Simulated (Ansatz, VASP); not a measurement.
**Ir: VASP beside Ansatz**

File INCAR:

```
SYSTEM = Ir
  ALGO = Normal
  EDIFF = 1E-6
  ENCUT = 520
  GGA = CA
  ISIF = 2
  ISMEAR = -1
  LASPH = .True.
  LCHARG = .True.
  LELF = .True.
  LREAL = .False.
  LVHAR = .True.
  LWAVE = .False.
  NBANDS = 16
  NELM = 60
  PREC = Accurate
  SIGMA = 0.1
```

File KPOINTS:

```
k-points
0
Gamma
  11 11 11
  0 0 0
```

File POSCAR:

```
Ir
1.0
    0.0000000000      2.7745990206      2.7745990206
    2.7745990206      0.0000000000      2.7745990206
    2.7745990206      2.7745990206      0.0000000000
Ir
2
Direct
    0.1250000000      0.1250000000      0.1250000000
    0.8750000000      0.8750000000      0.8750000000
```

Input for Ansatz:

```yaml
crystal:
  lattice:
    - [0.0, 2.7745990206, 2.7745990206]
    - [2.7745990206, 0.0, 2.7745990206]
    - [2.7745990206, 2.7745990206, 0.0]
  atoms:
    - { symbol: Ir, position: [0.125, 0.125, 0.125] }
    - { symbol: Ir, position: [0.875, 0.875, 0.875] }
hamiltonian:
  xc: lda
  pseudopotentials:
    kind: paw
    azcp:
      Ir: "pseudopotentials/Ir.paw.azcp"
basis:
  ecutwfc: 420
  fft_grid_basis: typed
kpoints:
  mp_grid: { grid: [11, 11, 11], shift: [0, 0, 0] }
magnetization:
  spin_polarized: false
scf:
  occupations: { method: fermi_dirac, width: 0.1 }
  lower_state_search: "off"
output:
  stress: true
  write_density: true
  write_potential: true
  elf: true
  volumetric_format: npy
```

Alike in both runs: task single point; functional LDA; k mesh 11 × 11 × 11; occupations fermi-dirac, width 0.1 eV; no spin polarisation.

```csv
,VASP,Ansatz
version,VASP 6.6.1,Ansatz 0.2.0
potentials or method,"VASP PAW LDA potentials, release 64 (Ir), cutoff 520 eV","plane waves (420 eV) with PAW, scalar-relativistic"
valence electrons in the cell,18,34
```

|  | VASP | Ansatz | Ansatz less VASP |
| --- | --- | --- | --- |
| pressure (GPa) | -7.5 | -7.8 | -0.37 |

Ansatz warns that its potentials were made for another functional, while VASP's fit it. LDA's correlation is that of Perdew and Zunger in VASP and of Perdew and Wang (1992) in Ansatz. VASP's potentials hold 18 valence electrons a cell and Ansatz's 34, so a difference there can come from the potentials and not from the codes.

Spin-orbit coupling is off throughout.
